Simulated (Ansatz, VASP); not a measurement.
**Two plane-wave programs on BaTiO3**

```xyz
5
Lattice="4.0637 0.0000 0.0000 0.0000 2.8925 2.9010 0.0000 -2.8925 2.9010" Properties=species:S:1:pos:R:3 pbc="T T T"
Ba    0.0000    0.0000    0.0000
Ti    2.0318    0.0000    2.9729
O     2.0318    1.4075    4.3430
O     2.0318   -1.4075    4.3430
O     0.0000    0.0000    2.8278
```

Alike in both runs: task single point; functional PBE; k mesh 7 × 7 × 7; occupations fermi-dirac, width 0.05 eV; no spin polarisation.

|  | VASP | Ansatz |
| --- | --- | --- |
| version | VASP 6.6.1 | Ansatz 0.2.0 |
| potentials or method | VASP PAW PBE potentials, release 64 (Ba_sv, Ti_sv, O) | Ansatz PAW soft_1 |
| plane-wave cutoff (eV) | 520 | 420 |
| valence electrons in the cell | 40 | 40 |

|  | VASP | Ansatz | Ansatz less VASP |
| --- | --- | --- | --- |
| gap on the k mesh at the Fermi level (eV) | 1.79 | 1.85 | +0.057 |
| least direct gap on the mesh (eV) | 1.98 | 2.00 | +0.019 |
| pressure (GPa) | -5.1 | -6.5 | -1.38 |
| traceless stress, the component that is largest in VASP (GPa) | -0.33 | -0.33 | +0.001 |
| rms of the force components (eV/Å) | 0.207 | 0.217 | +0.0106 |

Atom by atom the forces differ by 0.014 eV/Å (rms over components). With one functional, cell and mesh, what is left measures potentials, basis and numerics.

Neither program's run includes spin-orbit coupling. Noted on Ansatz's run: odd divisions of the mesh miss points on the zone boundary, where band edges often lie, so the gap on the mesh can be too wide.
